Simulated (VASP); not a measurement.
# In3Sb2As (P6/mmm) in VASP: a series of runs

In3Sb2As is run at these levels: PBE; tasks: single point, relaxation of cell and atoms.

Program: VASP 6.6.1. These are calculated values, not measurements. Logs are shortened: lines on timing, memory, paths and dates and some standing lists are left out, and cuts for length are marked.

**1. The cell of the first run**

Symmetry: P6/mmm, No. 191, hexagonal system. The conventional cell has a = 5.502 Å, b = 5.502 Å, c = 6.065 Å, α = 90.00°, β = 90.00°, γ = 120.00°. In (site symmetry -6m2) has 2 Sb at 3.03 Å and 3 In at 3.18 Å and 3 As at 3.18 Å within 4.0 Å. Within 4.0 Å of In (site symmetry 6/mmm) lie 2 As at 3.03 Å and 6 Sb at 3.18 Å. Sb (site symmetry -6m2) has 5 In at 3.03 to 3.18 Å and 3 Sb at 3.18 Å within 4.0 Å. As (site symmetry 6/mmm) has 8 In at 3.03 to 3.18 Å within 4.0 Å.

The cell was generated, and may not be a known phase.

**2. Single point, PBE**

Contents of INCAR:

```
PREC = Accurate
ENCUT = 520
EDIFF = 1E-6
ISMEAR = 0
SIGMA = 0.2
LREAL = False
LASPH = True
NELM = 100
ALGO = Normal
ISIF = 2
LWAVE = False
LCHARG = False
GGA = PE
NBANDS = 36
```

Contents of KPOINTS:

```
Automatic mesh
0
Gamma
  4 4 3
```

Contents of POSCAR:

```
In3Sb2As
1.0
    5.5021282992     -0.0000000029      0.0000000000
   -2.7510641471      4.7649828834      0.0000000000
    0.0000000000      0.0000000000      6.0647157510
In Sb As
3 2 1
Direct
    0.3333333333      0.6666666667      0.5000000000
    0.6666666667      0.3333333333      0.5000000000
    0.0000000000      0.0000000000      0.0000000000
    0.3333333333      0.6666666667      0.0000000000
    0.6666666667      0.3333333333      0.0000000000
    0.0000000000      0.0000000000      0.5000000000
```

Potentials or basis: VASP PAW PBE potentials, release 64 (In_d, Sb, As).

Started as:

```bash
> cat potpaw_PBE.64/In_d/POTCAR potpaw_PBE.64/Sb/POTCAR potpaw_PBE.64/As/POTCAR > POTCAR
> mpirun -np 1 vasp_std > vasp.out
```

OUTCAR:

```text
PREC = Accurate
   ENCUT = 520
   EDIFF = 1E-6
   ISMEAR = 0
   LREAL = False
   LASPH = True
   NELM = 100
   ISIF = 2
   GGA = PE

 ion  position               nearest neighbor table
   1  0.333  0.667  0.500-   4 3.03   4 3.03   2 3.18   2 3.18   6 3.18   6 3.18   6 3.18   2 3.18

   2  0.667  0.333  0.500-   5 3.03   5 3.03   1 3.18   1 3.18   6 3.18   6 3.18   6 3.18   1 3.18

   3  0.000  0.000  0.000-   6 3.03   6 3.03   4 3.18   5 3.18   4 3.18   5 3.18   5 3.18   4 3.18

   4  0.333  0.667  0.000-   1 3.03   1 3.03   5 3.18   5 3.18   3 3.18   3 3.18   3 3.18   5 3.18

   5  0.667  0.333  0.000-   2 3.03   2 3.03   4 3.18   4 3.18   3 3.18   3 3.18   3 3.18   4 3.18

   6  0.000  0.000  0.500-   3 3.03   3 3.03   1 3.18   2 3.18   1 3.18   2 3.18   2 3.18   1 3.18

  LATTYP: Found a hexagonal cell.
 ALAT       =     5.5021282992
 C/A-ratio  =     1.1022490609

  Lattice vectors:

 A1 = (   5.5021282992,  -0.0000000029,   0.0000000000)
 A2 = (  -2.7510641471,   4.7649828834,   0.0000000000)
 A3 = (   0.0000000000,   0.0000000000,   6.0647157510)

Analysis of symmetry for initial positions (statically):
=====================================================================
 Subroutine PRICEL returns:
 Original cell was already a primitive cell.

 Routine SETGRP: Setting up the symmetry group for a
 hexagonal supercell.

 Subroutine GETGRP returns: Found 24 space group operations
 (whereof 24 operations were pure point group operations)
 out of a pool of 24 trial point group operations.

The static configuration has the point symmetry D_6h.

Analysis of symmetry for dynamics (positions and initial velocities):
=====================================================================
 Subroutine PRICEL returns:
 Original cell was already a primitive cell.

 Routine SETGRP: Setting up the symmetry group for a
 hexagonal supercell.

 Subroutine GETGRP returns: Found 24 space group operations
 (whereof 24 operations were pure point group operations)
 out of a pool of 24 trial point group operations.

The dynamic configuration has the point symmetry D_6h.

 Subroutine INISYM returns: Found 24 space group operations
 (whereof 24 operations are pure point group operations),
 and found     1 'primitive' translations

----------------------------------------------------------------------------------------

                                     Primitive cell

  volume of cell :     159.0020

  direct lattice vectors                    reciprocal lattice vectors
     5.502128299 -0.000000003  0.000000000     0.181747852  0.104932171  0.000000000
    -2.751064147  4.764982883  0.000000000     0.000000000  0.209864343  0.000000000
     0.000000000  0.000000000  6.064715751     0.000000000  0.000000000  0.164888189

  length of vectors
     5.502128299  5.502128299  6.064715751     0.209864343  0.209864343  0.164888189

  position of ions in fractional coordinates (direct lattice)
     0.333333333  0.666666667  0.500000000
     0.666666667  0.333333333  0.500000000
     0.000000000  0.000000000  0.000000000
     0.333333333  0.666666667  0.000000000
     0.666666667  0.333333333  0.000000000
     0.000000000  0.000000000  0.500000000

  ion indices of the primitive-cell ions
   primitive index   ion index
                 1           1
                 2           2
                 3           3
                 4           4
                 5           5
                 6           6

----------------------------------------------------------------------------------------

 KPOINTS: Automatic mesh

Automatic generation of k-mesh.
 Grid dimensions read from file:
 generate k-points for:    4    4    3

 Generating k-lattice:

  Cartesian coordinates                     Fractional coordinates (reciprocal lattice)
     0.045436963  0.026233043  0.000000000     0.250000000 -0.000000000  0.000000000
     0.000000000  0.052466086  0.000000000     0.000000000  0.250000000  0.000000000
     0.000000000  0.000000000  0.054962730     0.000000000  0.000000000  0.333333333

  Length of vectors
     0.052466086  0.052466086  0.054962730

  Shift w.r.t. Gamma in fractional coordinates (k-lattice)
     0.000000000  0.000000000  0.000000000

 Subroutine IBZKPT returns following result:
 ===========================================

 Found      8 irreducible k-points:

 Following reciprocal coordinates:
            Coordinates               Weight
  0.000000  0.000000  0.000000      1.000000
  0.250000 -0.000000  0.000000      6.000000
  0.500000 -0.000000  0.000000      3.000000
  0.250000  0.250000  0.000000      6.000000
  0.000000  0.000000  0.333333      2.000000
  0.250000 -0.000000  0.333333     12.000000
  0.500000 -0.000000  0.333333      6.000000
  0.250000  0.250000  0.333333     12.000000
   k-points           NKPTS =      8   k-points in BZ     NKDIM =      8   number of bands    NBANDS=     36
   number of dos      NEDOS =    301   number of ions     NIONS =      6
   total plane-waves  NPLWV =  84672
   dimension x,y,z NGX =    42 NGY =   42 NGZ =   48
   dimension x,y,z NGXF=    84 NGYF=   84 NGZF=   96
   ions per type =               3   2   1
   NGX,Y,Z   is equivalent  to a cutoff of  12.69, 12.69, 13.16 a.u.
   NGXF,Y,Z  is equivalent  to a cutoff of  25.38, 25.38, 26.32 a.u.
 SYSTEM =  unknown system
   PREC   = accura    normal or accurate (medium, high low for compatibility)
   ISTART =      0    job   : 0-new  1-cont  2-samecut
   ICHARG =      2    charge: 1-file 2-atom 10-const
   ISPIN  =      1    spin polarized calculation?
   LNONCOLLINEAR =      F non collinear calculations
   LSORBIT =      F    spin-orbit coupling
   LASPH  =      T    aspherical Exc in radial PAW
   ENCUT  =  520.0 eV  38.22 Ry    6.18 a.u.  10.23 10.23 11.28*2*pi/ulx,y,z
   NELM   =    100;   NELMIN=  2; NELMDL= -5     # of ELM steps
   EDIFF  = 0.1E-05   stopping-criterion for ELM
   LREAL  =      F    real-space projection
   EDIFFG = 0.1E-04   stopping-criterion for IOM
   NSW    =      0    number of steps for IOM
   IBRION =     -1    ionic relax: 0-MD 1-quasi-New 2-CG
   NFREE  =      0    steps in history (QN), initial steepest desc. (CG)
   ISIF   =      2    stress and relaxation
   ISYM   =      2    0-nonsym 1-usesym 2-fastsym
   POTIM  = 0.5000    time-step for ionic-motion
   TEBEG  =    0.0;   TEEND  =   0.0 temperature during run
   PSTRESS=    0.0 pullay stress
   NELECT =      54.0000    total number of electrons
   NUPDOWN=      -1.0000    fix difference up-down
   EMIN   =  10.00;   EMAX   =-10.00  energy-range for DOS
   EFERMI =   0.00;   METHOD = LEGACY
   ISMEAR =     0;   SIGMA  =   0.20  broadening in eV -4-tet -1-fermi 0-gaus
   EFERMI_NEDOS =   21; number of points for ismear=-14 and -15
   IALGO  =     38    algorithm
   IMIX   =      4    mixing-type and parameters
     AMIX     =   0.40;   BMIX     =  1.00
     AMIX_MAG =   1.60;   BMIX_MAG =  1.00
  volume/ion in A,a.u.               =      26.50       178.83
  Fermi-wavevector in a.u.,A,eV,Ry     =   1.142191  2.158427 17.750152  1.304599
  Thomas-Fermi vector in A             =   2.278889
   LORBIT       =      0    0 simple, 1 ext, 2 COOP (PROOUT), +10 PAW based schemes
   GGA     = PE    functional components
   LHFCALC =     F    Hartree Fock is set to
   AEXX    =    0.0000 exact exchange contribution
   IVDW    =     0    specifies the selected vdW correction
   LEPSILON=     F    determine dielectric tensor
   LRPA    =     F    only Hartree local field effects (RPA)
 non-spin polarized calculation
 Gauss-broadening in eV      SIGMA  =   0.20
  energy-cutoff  :      520.00
  volume of cell :      159.00
 maximum number of plane-waves:      4312
 NGX is ok and might be reduce to    42
   NGX = 21   NGY = 21   NGZ = 23

 number of electron      54.0000004 magnetization

 Free energy of the ion-electron system (eV)
  ---------------------------------------------------
  ext. energy  EPLUGINS =         0.00000000
  ---------------------------------------------------
  free energy    TOTEN  =       -20.34876243 eV

  energy without entropy =      -20.27011098  energy(sigma->0) =      -20.30943671

 E-fermi :   7.0050     XC(G=0): -10.0203

 val. band max:        6.9711643316   @ k =   0.2500   0.2500   0.0000
 cond. band min:       7.0499462165   @ k =   0.2500   0.2500   0.0000
 fundamental gap:      0.0787818849
 Fermi energy:         7.0049943938

 k-point     1 :       0.0000    0.0000    0.0000
  band No.  band energies     occupation
      1      -7.7193      2.00000
      2      -7.5737      2.00000
      3      -7.5737      2.00000
      4      -7.5483      2.00000
      5      -7.5478      2.00000
      6      -7.5478      2.00000
[... 28 lines left out ...]
     35      11.9784      0.00000
     36      11.9784      0.00000

 k-point     2 :       0.2500   -0.0000    0.0000
  band No.  band energies     occupation
      1      -7.6841      2.00000
      2      -7.6190      2.00000
      3      -7.6037      2.00000
      4      -7.5884      2.00000
      5      -7.5671      2.00000
      6      -7.5509      2.00000
[... 28 lines left out ...]
     35      11.7954      0.00000
     36      12.8556      0.00000

 k-point     3 :       0.5000   -0.0000    0.0000
  band No.  band energies     occupation
      1      -7.6726      2.00000
      2      -7.6370      2.00000
      3      -7.6311      2.00000
      4      -7.6134      2.00000
      5      -7.5608      2.00000
      6      -7.5563      2.00000
[... 28 lines left out ...]
     35      11.9861      0.00000
     36      12.7008      0.00000

 k-point     4 :       0.2500    0.2500    0.0000
  band No.  band energies     occupation
      1      -7.6941      2.00000
      2      -7.6441      2.00000
      3      -7.6266      2.00000
      4      -7.5807      2.00000
      5      -7.5654      2.00000
      6      -7.5523      2.00000
[... 28 lines left out ...]
     35      11.9569      0.00000
     36      12.3727      0.00000

 k-point     5 :       0.0000    0.0000    0.3333
  band No.  band energies     occupation
      1      -7.6802      2.00000
      2      -7.5828      2.00000
      3      -7.5828      2.00000
      4      -7.5613      2.00000
      5      -7.5479      2.00000
      6      -7.5479      2.00000
[... 28 lines left out ...]
     35      13.1878      0.00000
     36      13.1880      0.00000

 k-point     6 :       0.2500   -0.0000    0.3333
  band No.  band energies     occupation
      1      -7.6575      2.00000
      2      -7.6118      2.00000
      3      -7.6045      2.00000
      4      -7.5864      2.00000
      5      -7.5741      2.00000
      6      -7.5540      2.00000
[... 28 lines left out ...]
     35      11.8557      0.00000
     36      12.2208      0.00000

 k-point     7 :       0.5000   -0.0000    0.3333
  band No.  band energies     occupation
      1      -7.6671      2.00000
      2      -7.6378      2.00000
      3      -7.6197      2.00000
      4      -7.5955      2.00000
      5      -7.5615      2.00000
      6      -7.5492      2.00000
[... 28 lines left out ...]
     35      10.8622      0.00000
     36      11.6690      0.00000

 k-point     8 :       0.2500    0.2500    0.3333
  band No.  band energies     occupation
      1      -7.6887      2.00000
      2      -7.6269      2.00000
      3      -7.6176      2.00000
      4      -7.5808      2.00000
      5      -7.5695      2.00000
      6      -7.5536      2.00000
[... 28 lines left out ...]
     35      11.4279      0.00000
     36      11.7022      0.00000

------------------------ aborting loop because EDIFF is reached ----------------------------------------

  FORCE on cell =-STRESS in cart. coord.  units (eV):
  Direction    XX          YY          ZZ          XY          YZ          ZX
  --------------------------------------------------------------------------------------
  -------------------------------------------------------------------------------------
  Total       -0.0784295     -0.0784295     -0.4781169      0.0000000     -0.0000000     -0.0000000
  in kB       -0.7902919     -0.7902919     -4.8177269      0.0000000     -0.0000000     -0.0000000
  external PRESSURE =      -2.1327703 kB  Pullay stress =       0.0000000 kB

 VOLUME and BASIS-vectors are now :
 -----------------------------------------------------------------------------
  energy-cutoff  :      520.00
  volume of cell :      159.00
      direct lattice vectors                 reciprocal lattice vectors
     5.502128299 -0.000000003  0.000000000     0.181747852  0.104932171  0.000000000
    -2.751064147  4.764982883  0.000000000     0.000000000  0.209864343  0.000000000
     0.000000000  0.000000000  6.064715751     0.000000000  0.000000000  0.164888189

 POSITION                                       TOTAL-FORCE (eV/Angst)
 -----------------------------------------------------------------------------------
      0.00000      3.17666      3.03236         0.000000     -0.000000     -0.000000
      2.75106      1.58833      3.03236        -0.000000      0.000000     -0.000000
      0.00000      0.00000      0.00000         0.000000      0.000000     -0.000000
      0.00000      3.17666      0.00000         0.000000     -0.000000      0.000000
      2.75106      1.58833      0.00000        -0.000000      0.000000     -0.000000
      0.00000      0.00000      3.03236         0.000000      0.000000     -0.000000
 -----------------------------------------------------------------------------------
    total drift:                                0.000000      0.000000     -0.000000

  FREE ENERGIE OF THE ION-ELECTRON SYSTEM (eV)
  ---------------------------------------------------
  free  energy   TOTEN  =       -20.3487624279 eV

  energy  without entropy=      -20.2701109824  energy(sigma->0) =      -20.30943671
```

Wall time 33 s (1 thread of Intel Xeon Platinum 8488C (Sapphire Rapids), shared host); peak memory 0.3 GiB.

What came out:

| Quantity | Value |
| --- | --- |
| Free energy | -20.3488 eV |
| Pressure | -0.2 GPa |
| Band gap on the k mesh | zero (bands 27 and 28 overlap by 1.92 eV) |

Caveat: spin-orbit coupling is left out, which moves the levels of the heavy elements.

[end of part 1 of 2]

The gap in the log of VASP goes by the Fermi energy; the results here count the filled bands.